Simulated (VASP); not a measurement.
# Ga (Fd-3m) in VASP: single point with r2SCAN

Aim: the single point of Ga with r2SCAN.

Everything below comes from runs of VASP 6.6.1. Logs are shortened: lines on timing, memory, paths and dates and some standing lists are left out, and cuts for length are marked.

## (1) The cell of the first run

It takes space group Fd-3m (No. 227, cubic). The conventional cell has a = 5.596 Å, b = 5.596 Å, c = 5.596 Å, α = 90.00°, β = 90.00°, γ = 90.00°. Ga (site symmetry -43m) has 4 Ga at 2.42 Å within 3.2 Å.

This isn't the form of Ga at room conditions, which is orthorhombic.

## (2) Single point, r2SCAN

The input, POSCAR:

```
Ga
1.0
    0.0000000000      2.7980956521      2.7980956521
    2.7980956521      0.0000000000      2.7980956521
    2.7980956521      2.7980956521      0.0000000000
Ga
2
Direct
    0.5000000000      0.5000000000      0.5000000000
    0.7500000000      0.7500000000      0.7500000000
```

The input, INCAR.step1:

```
PREC     = Accurate       # precision mode
ENCUT    = 520            # plane-wave cutoff, eV
ISMEAR   = 0              # smearing method
SIGMA    = 0.1            # smearing width, eV
LREAL    = F              # projectors in reciprocal space
LASPH    = T              # aspherical terms in the spheres
NELM     = 80             # most SCF steps
NBANDS   = 20             # bands
GGA      = PE             # functional
ALGO     = Normal         # electronic algorithm
EDIFF    = 1E-4           # SCF threshold, eV
LWAVE    = T              # write WAVECAR
LCHARG   = F              # write CHGCAR
```

The input, INCAR.step2:

```
PREC     = Accurate       # precision mode
ENCUT    = 520            # plane-wave cutoff, eV
EDIFF    = 1E-7           # SCF threshold, eV
ISMEAR   = 0              # smearing method
SIGMA    = 0.1            # smearing width, eV
LREAL    = F              # projectors in reciprocal space
LASPH    = T              # aspherical terms in the spheres
NELM     = 80             # most SCF steps
ALGO     = Normal         # electronic algorithm
ISIF     = 2              # what is computed and relaxed
LWAVE    = F              # write WAVECAR
LCHARG   = F              # write CHGCAR
METAGGA  = R2SCAN         # meta-GGA
LMIXTAU  = T            
NBANDS   = 20             # bands
ISTART   = 1
```

The input, KPOINTS:

```
regular mesh
0
Gamma
  6 6 6
```

Potentials or basis: VASP PAW PBE potentials, release 64 (Ga_d).

Launch:

```bash
$ cat potpaw_PBE.64/Ga_d/POTCAR > POTCAR
$ cp INCAR.step1 INCAR
$ mpirun -np 1 vasp_std > vasp.out
$ cp INCAR.step2 INCAR
$ mpirun -np 1 vasp_std > vasp.out
```

OUTCAR:

```text
PREC = Accurate
   ENCUT = 520
   EDIFF = 1E-7
   ISMEAR = 0
   LREAL = F
   LASPH = T
   NELM = 80
   ISIF = 2
   METAGGA = R2SCAN
   ISTART = 1

 ion  position               nearest neighbor table
   1  0.500  0.500  0.500-   2 2.42   2 2.42   2 2.42   2 2.42
   2  0.750  0.750  0.750-   1 2.42   1 2.42   1 2.42   1 2.42

  LATTYP: Found a face centered cubic cell.
 ALAT       =     5.5961913042

  Lattice vectors:

 A1 = (   0.0000000000,   2.7980956521,   2.7980956521)
 A2 = (   2.7980956521,   0.0000000000,   2.7980956521)
 A3 = (   2.7980956521,   2.7980956521,   0.0000000000)

Analysis of symmetry for initial positions (statically):
=====================================================================
 Subroutine PRICEL returns:
 Original cell was already a primitive cell.

 Routine SETGRP: Setting up the symmetry group for a
 face centered cubic supercell.

 Subroutine GETGRP returns: Found 48 space group operations
 (whereof 24 operations were pure point group operations)
 out of a pool of 48 trial point group operations.

The static configuration has the point symmetry T_d .
 The point group associated with its full space group is O_h .

Analysis of symmetry for dynamics (positions and initial velocities):
=====================================================================
 Subroutine PRICEL returns:
 Original cell was already a primitive cell.

 Routine SETGRP: Setting up the symmetry group for a
 face centered cubic supercell.

 Subroutine GETGRP returns: Found 48 space group operations
 (whereof 24 operations were pure point group operations)
 out of a pool of 48 trial point group operations.

The dynamic configuration has the point symmetry T_d .
 The point group associated with its full space group is O_h .

 Subroutine INISYM returns: Found 48 space group operations
 (whereof 24 operations are pure point group operations),
 and found     1 'primitive' translations

----------------------------------------------------------------------------------------

                                     Primitive cell

  volume of cell :      43.8145

  direct lattice vectors                    reciprocal lattice vectors
     0.000000000  2.798095652  2.798095652    -0.178692962  0.178692962  0.178692962
     2.798095652  0.000000000  2.798095652     0.178692962 -0.178692962  0.178692962
     2.798095652  2.798095652  0.000000000     0.178692962  0.178692962 -0.178692962

  length of vectors
     3.957104820  3.957104820  3.957104820     0.309505289  0.309505289  0.309505289

  position of ions in fractional coordinates (direct lattice)
     0.500000000  0.500000000  0.500000000
     0.750000000  0.750000000  0.750000000

  ion indices of the primitive-cell ions
   primitive index   ion index
                 1           1
                 2           2

----------------------------------------------------------------------------------------

 KPOINTS: regular mesh

Automatic generation of k-mesh.
 Grid dimensions read from file:
 generate k-points for:    6    6    6

 Generating k-lattice:

  Cartesian coordinates                     Fractional coordinates (reciprocal lattice)
    -0.029782160  0.029782160  0.029782160     0.166666667  0.000000000  0.000000000
     0.029782160 -0.029782160  0.029782160     0.000000000  0.166666667  0.000000000
     0.029782160  0.029782160 -0.029782160     0.000000000  0.000000000  0.166666667

  Length of vectors
     0.051584215  0.051584215  0.051584215

  Shift w.r.t. Gamma in fractional coordinates (k-lattice)
     0.000000000  0.000000000  0.000000000

 Subroutine IBZKPT returns following result:
 ===========================================

 Found     16 irreducible k-points:

 Following reciprocal coordinates:
            Coordinates               Weight
  0.000000  0.000000  0.000000      1.000000
  0.166667  0.000000  0.000000      8.000000
  0.333333  0.000000  0.000000      8.000000
  0.500000  0.000000  0.000000      4.000000
  0.166667  0.166667  0.000000      6.000000
  0.333333  0.166667  0.000000     24.000000
[... 8 lines left out ...]
 -0.333333  0.333333  0.166667     24.000000
 -0.333333  0.500000  0.166667     12.000000
   k-points           NKPTS =     16   k-points in BZ     NKDIM =     16   number of bands    NBANDS=     20
   number of dos      NEDOS =    301   number of ions     NIONS =      2
   total plane-waves  NPLWV =  27000
   dimension x,y,z NGX =    30 NGY =   30 NGZ =   30
   dimension x,y,z NGXF=    60 NGYF=   60 NGZF=   60
   ions per type =               2
   NGX,Y,Z   is equivalent  to a cutoff of  12.60, 12.60, 12.60 a.u.
   NGXF,Y,Z  is equivalent  to a cutoff of  25.21, 25.21, 25.21 a.u.
 SYSTEM =  unknown system
   PREC   = accura    normal or accurate (medium, high low for compatibility)
   ISTART =      1    job   : 0-new  1-cont  2-samecut
   ICHARG =      0    charge: 1-file 2-atom 10-const
   ISPIN  =      1    spin polarized calculation?
   LNONCOLLINEAR =      F non collinear calculations
   LSORBIT =      F    spin-orbit coupling
   LASPH  =      T    aspherical Exc in radial PAW
   ENCUT  =  520.0 eV  38.22 Ry    6.18 a.u.   7.36  7.36  7.36*2*pi/ulx,y,z
   NELM   =     80;   NELMIN=  2; NELMDL=  0     # of ELM steps
   EDIFF  = 0.1E-06   stopping-criterion for ELM
   LREAL  =      F    real-space projection
   EDIFFG = 0.1E-05   stopping-criterion for IOM
   NSW    =      0    number of steps for IOM
   IBRION =     -1    ionic relax: 0-MD 1-quasi-New 2-CG
   NFREE  =      0    steps in history (QN), initial steepest desc. (CG)
   ISIF   =      2    stress and relaxation
   ISYM   =      2    0-nonsym 1-usesym 2-fastsym
   POTIM  = 0.5000    time-step for ionic-motion
   TEBEG  =    0.0;   TEEND  =   0.0 temperature during run
   PSTRESS=    0.0 pullay stress
   NELECT =      26.0000    total number of electrons
   NUPDOWN=      -1.0000    fix difference up-down
   EMIN   =  10.00;   EMAX   =-10.00  energy-range for DOS
   EFERMI =   0.00;   METHOD = LEGACY
   ISMEAR =     0;   SIGMA  =   0.10  broadening in eV -4-tet -1-fermi 0-gaus
   EFERMI_NEDOS =   21; number of points for ismear=-14 and -15
   IALGO  =     38    algorithm
   IMIX   =      4    mixing-type and parameters
     AMIX     =   0.40;   BMIX     =  1.00
     AMIX_MAG =   1.60;   BMIX_MAG =  1.00
  volume/ion in A,a.u.               =      21.91       147.84
  Fermi-wavevector in a.u.,A,eV,Ry     =   1.375709  2.599714 25.750067  1.892577
  Thomas-Fermi vector in A             =   2.501021
   LORBIT       =      0    0 simple, 1 ext, 2 COOP (PROOUT), +10 PAW based schemes
   METAGGA = R2SCAN    functional components
   LHFCALC =     F    Hartree Fock is set to
   AEXX    =    0.0000 exact exchange contribution
   IVDW    =     0    specifies the selected vdW correction
   LEPSILON=     F    determine dielectric tensor
   LRPA    =     F    only Hartree local field effects (RPA)
 non-spin polarized calculation
 Gauss-broadening in eV      SIGMA  =   0.10
  energy-cutoff  :      520.00
  volume of cell :       43.81
 maximum number of plane-waves:      1243
 NGX is ok and might be reduce to    30
   NGX = 15   NGY = 15   NGZ = 15

 number of electron      26.0000025 magnetization

 Free energy of the ion-electron system (eV)
  ---------------------------------------------------
  ext. energy  EPLUGINS =         0.00000000
  ---------------------------------------------------
  free energy    TOTEN  =       -22.17031989 eV

  energy without entropy =      -22.16359160  energy(sigma->0) =      -22.16695575

 E-fermi :   3.3848     XC(G=0): -10.8767

 val. band max:        3.3474963146   @ k =  -0.1667   0.1667   0.0000
 cond. band min:       3.4836146403   @ k =   0.5000   0.3333   0.1667
 fundamental gap:      0.1361183257
 Fermi energy:         3.3848132220

 k-point     1 :       0.0000    0.0000    0.0000
  band No.  band energies     occupation
      1     -11.9672      2.00000
      2     -11.9672      2.00000
      3     -11.9672      2.00000
      4     -11.9141      2.00000
      5     -11.9141      2.00000
      6     -11.4832      2.00000
[... 12 lines left out ...]
     19      12.6235      0.00000
     20      15.7800      0.00000

 k-point     2 :       0.1667    0.0000    0.0000
  band No.  band energies     occupation
      1     -11.9949      2.00000
      2     -11.9949      2.00000
      3     -11.9604      2.00000
      4     -11.8707      2.00000
      5     -11.8707      2.00000
      6     -11.4993      2.00000
[... 12 lines left out ...]
     19      14.0589      0.00000
     20      14.2522      0.00000

 k-point     3 :       0.3333    0.0000    0.0000
  band No.  band energies     occupation
      1     -12.0082      2.00000
      2     -12.0081      2.00000
      3     -11.9470      2.00000
      4     -11.8350      2.00000
      5     -11.8350      2.00000
      6     -11.5326      2.00000
[... 12 lines left out ...]
     19      15.0142      0.00000
     20      15.2039      0.00000

 k-point     4 :       0.5000    0.0000    0.0000
  band No.  band energies     occupation
      1     -12.0065      2.00000
      2     -12.0065      2.00000
      3     -11.9402      2.00000
      4     -11.8311      2.00000
      5     -11.8311      2.00000
      6     -11.5500      2.00000
[... 12 lines left out ...]
     19      17.7339      0.00000
     20      17.9264      0.00000

 k-point     5 :       0.1667    0.1667    0.0000
  band No.  band energies     occupation
      1     -12.0062      2.00000
      2     -11.9807      2.00000
      3     -11.9807      2.00000
      4     -11.8761      2.00000
      5     -11.8243      2.00000
      6     -11.5884      2.00000
[... 12 lines left out ...]
     19      13.2689      0.00000
     20      14.8745      0.00000
[... 169 lines left out ...]
      6     -11.6402      2.00000
[... 12 lines left out ...]
     19      19.6834      0.00000
     20      19.6844      0.00000

 k-point    14 :       0.5000    0.3333    0.1667
  band No.  band energies     occupation
      1     -12.0411      2.00000
      2     -12.0377      2.00000
      3     -11.9049      2.00000
      4     -11.7876      2.00000
      5     -11.7069      2.00000
      6     -11.7020      2.00000
[... 12 lines left out ...]
     19      16.1329      0.00000
     20      16.8999      0.00000

 k-point    15 :      -0.3333    0.3333    0.1667
  band No.  band energies     occupation
      1     -12.0619      2.00000
      2     -12.0410      2.00000
      3     -11.8648      2.00000
      4     -11.7547      2.00000
      5     -11.6984      2.00000
      6     -11.6935      2.00000
[... 12 lines left out ...]
     19      14.9450      0.00000
     20      18.5417      0.00000

 k-point    16 :      -0.3333    0.5000    0.1667
  band No.  band energies     occupation
      1     -12.0511      2.00000
      2     -12.0511      2.00000
      3     -11.8315      2.00000
      4     -11.8315      2.00000
      5     -11.6585      2.00000
      6     -11.6585      2.00000
[... 12 lines left out ...]
     19      18.6532      0.00000
     20      18.6533      0.00000

------------------------ aborting loop because EDIFF is reached ----------------------------------------

  FORCE on cell =-STRESS in cart. coord.  units (eV):
  Direction    XX          YY          ZZ          XY          YZ          ZX
  --------------------------------------------------------------------------------------
  -------------------------------------------------------------------------------------
  Total        1.3926691      1.3926691      1.3926691      0.0000000      0.0000000     -0.0000000
  in kB       50.9261512     50.9261512     50.9261512      0.0000000      0.0000000     -0.0000000
  external PRESSURE =      50.9261512 kB  Pullay stress =       0.0000000 kB

 VOLUME and BASIS-vectors are now :
 -----------------------------------------------------------------------------
  energy-cutoff  :      520.00
  volume of cell :       43.81
      direct lattice vectors                 reciprocal lattice vectors
     0.000000000  2.798095652  2.798095652    -0.178692962  0.178692962  0.178692962
     2.798095652  0.000000000  2.798095652     0.178692962 -0.178692962  0.178692962
     2.798095652  2.798095652  0.000000000     0.178692962  0.178692962 -0.178692962

 POSITION                                       TOTAL-FORCE (eV/Angst)
 -----------------------------------------------------------------------------------
      2.79810      2.79810      2.79810        -0.000000      0.000000     -0.000000
      4.19714      4.19714      4.19714         0.000000     -0.000000      0.000000
 -----------------------------------------------------------------------------------
    total drift:                                0.000000     -0.000000     -0.000000

  FREE ENERGIE OF THE ION-ELECTRON SYSTEM (eV)
  ---------------------------------------------------
  free  energy   TOTEN  =       -22.1703198948 eV

  energy  without entropy=      -22.1635916015  energy(sigma->0) =      -22.16695575
```

Run time: 93 s. Hardware: 1 thread of Intel Xeon Platinum 8259CL at 2.50GHz (Skylake/Cascade Lake), shared host; peak memory 0.17 GiB.

Results:

| Item | Value |
| --- | --- |
| Free energy | -22.1703 eV |
| Pressure | 5.1 GPa |
| Band gap on the k mesh | zero (bands 13 and 14 overlap by 4.89 eV) |

Caveat: the cell stands under pressure; the PAW data sets were made with another functional, which shifts forces and pressure a little.
